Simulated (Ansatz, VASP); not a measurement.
La: VASP beside Ansatz

```
CELL_PARAMETERS angstrom
0.00000 3.23675 3.23675
3.23675 0.00000 3.23675
3.23675 3.23675 0.00000
ATOMIC_POSITIONS crystal
La 0.12500 0.12500 0.12500
La 0.87500 0.87500 0.87500
```

Alike in both runs: task single point; functional RPBE; k mesh 9 × 9 × 9; occupations fermi-dirac, width 0.1 eV; no spin polarisation.

|  | VASP | Ansatz |
| --- | --- | --- |
| version | VASP 6.6.1 | Ansatz 0.2.0 |
| potentials or method | VASP PAW PBE potentials, release 64 (La), cutoff 520 eV | plane waves (420 eV) with PAW, scalar-relativistic |
| valence electrons in the cell | 22 | 22 |

Ansatz gave:

| Item | Value |
| --- | --- |
| pressure (GPa) | 6.9 |

Task: What did VASP give for the same quantities?

Result: Pressure (GPa): 6.7.

VASP's potentials were made for PBE, not for RPBE. With one functional, cell and mesh, what is left measures potentials, basis and numerics.

Spin-orbit coupling is off throughout.
